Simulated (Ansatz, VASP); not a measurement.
**HgTe in VASP and in Ansatz**

POSCAR

```
HgTe
1.0
    2.6581381986     -3.7313565167      0.0000000000
    2.6581381986      3.7313565167      0.0000000000
    0.0000000000      0.0000000000      5.8546929393
Hg Te
2 2
Direct
    0.3235324480      0.6764675520      0.7500000000
    0.6764675520      0.3235324480      0.2500000000
    0.7700436172      0.2299563828      0.7500000000
    0.2299563828      0.7700436172      0.2500000000
```

Contents of INCAR.step1:

```
PREC = Accurate ; ENCUT = 520
ISMEAR = 0 ; SIGMA = 0.15
LREAL = F ; LASPH = T
NELM = 80 ; NBANDS = 26
GGA = PE ; ALGO = Normal
EDIFF = 1E-4 ; LWAVE = T
LCHARG = F
```

The input INCAR.step2:

```
PREC = Accurate ; ENCUT = 520
EDIFF = 1E-7 ; ISMEAR = 0
SIGMA = 0.15 ; LREAL = F
LASPH = T ; NELM = 80
ALGO = Normal ; ISIF = 2
LWAVE = F ; LCHARG = F
METAGGA = R2SCAN ; LMIXTAU = T
NBANDS = 26 ; ISTART = 1
```

Contents of KPOINTS:

```
Automatic mesh
0
Gamma
  12 12 8
```

Input for Ansatz:

```yaml
crystal:
  lattice:
    - [2.6581381986, -3.7313565167, 0.0]
    - [2.6581381986, 3.7313565167, 0.0]
    - [0.0, 0.0, 5.8546929393]
  atoms:
    - { symbol: Hg, position: [0.323532448, 0.676467552, 0.75] }
    - { symbol: Hg, position: [0.676467552, 0.323532448, 0.25] }
    - { symbol: Te, position: [0.7700436172, 0.2299563828, 0.75] }
    - { symbol: Te, position: [0.2299563828, 0.7700436172, 0.25] }
basis:
  ecutwfc: 500
kpoints:
  mp_grid: { grid: [12, 12, 8] }
hamiltonian:
  xc: r2scan
scf:
  occupations: { method: gaussian, width: 0.15 }
output:
  forces: true
  stress: true
  eigenvalues: true
```

Change from the starting cell: strain -0.1000 x Voigt [1, -1, 0, 0, 0, 0], atoms carried along.

Alike in both runs: task single point; functional r2SCAN; k mesh 12 × 12 × 8; occupations gaussian, width 0.15 eV; no spin polarisation.

|  | VASP | Ansatz |
| --- | --- | --- |
| version | VASP 6.6.1 | Ansatz 0.2.0 |
| potentials or method | VASP PAW PBE potentials, release 64 (Hg, Te), cutoff 520 eV | scalar-relativistic, plane waves, PAW |
| valence electrons in the cell | 36 | 72 |

```tsv
	VASP	Ansatz	Ansatz less VASP
gap on the k mesh at the Fermi level (eV)	none	none	-
pressure (GPa)	6.2	6.0	-0.24
traceless stress, the component that is largest in VASP (GPa)	10.26	9.97	-0.289
rms of the force components (eV/Å)	0.253	0.247	-0.0067
```

VASP's potentials were made for PBE, not for r2SCAN. Atom by atom the forces differ by 0.008 eV/Å (rms over components). A gap of «none» marks a metal or a gap that the smearing closes. VASP's potentials hold 36 valence electrons a cell and Ansatz's 72, so a difference there can come from the potentials and not from the codes.

Spin-orbit coupling is off throughout.
